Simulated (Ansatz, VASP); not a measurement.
## One calculation of Cu, two programs

Contents of INCAR:

```
PREC     = Accurate       # precision mode
ENCUT    = 600            # plane-wave cutoff, eV
EDIFF    = 1E-6           # SCF threshold, eV
ISMEAR   = -1             # smearing method
SIGMA    = 0.05           # smearing width, eV
LREAL    = False          # projectors in reciprocal space
LASPH    = True           # aspherical terms in the spheres
NELM     = 80             # most SCF steps
ALGO     = Normal         # electronic algorithm
ISIF     = 3              # what is computed and relaxed
LWAVE    = False          # write WAVECAR
LCHARG   = False          # write CHGCAR
GGA      = PE             # functional
IBRION   = 2              # ionic algorithm
NSW      = 60             # ionic steps
EDIFFG   = -0.005         # ionic threshold
```

File KPOINTS:

```
Automatic mesh
0
Gamma
  19 19 10
```

POSCAR

```
Cu
1.0
    2.5730649657      0.0000000000      0.0000000000
   -1.2865324828      2.2283396258      0.0000000000
    0.0000000000      0.0000000000      4.1683652444
Cu
2
Direct
    0.3333333333      0.6666666667      0.2500000000
    0.6666666667      0.3333333333      0.7500000000
```

Input for Ansatz:

```yaml
crystal:
  lattice:
    - [2.5730649657, 0.0, 0.0]
    - [-1.2865324828, 2.2283396258, 0.0]
    - [0.0, 0.0, 4.1683652444]
  atoms:
    - { symbol: Cu, position: [0.3333333333, 0.6666666667, 0.25] }
    - { symbol: Cu, position: [0.6666666667, 0.3333333333, 0.75] }
kpoints:
  mp_grid: { grid: [19, 19, 10] }
scf:
  occupations: { method: fermi_dirac, width: 0.05 }
hamiltonian:
  xc: pbe
  pseudopotentials: { kind: paw }
output:
  forces: true
  stress: true
relax:
  f_tol: 0.005
  max_steps: 40
  cell: {}
```

Alike in both runs: task relaxation of cell and atoms; functional PBE; k mesh 19 × 19 × 10; occupations fermi-dirac, width 0.05 eV; no spin polarisation.

|  | VASP | Ansatz |
| --- | --- | --- |
| version | VASP 6.6.1 | Ansatz 0.2.0 |
| potentials or method | VASP PAW PBE potentials, release 64 (Cu) | PAW with Ansatz's default frozen-core files, scalar-relativistic |
| plane-wave cutoff (eV) | 600 | 420 |
| valence electrons in the cell | 22 | 38 |

Ansatz gave:

- relaxed volume (Å³/atom): 11.97
- relaxed cell length with the largest relative difference (Å): 4.225

Question: Estimate VASP's values.

Answer: Relaxed volume (Å³/atom): 12.01; relaxed cell length with the largest relative difference (Å): 4.231.

VASP's potentials hold 22 valence electrons a cell and Ansatz's 38, so a difference there can come from the potentials and not from the codes.
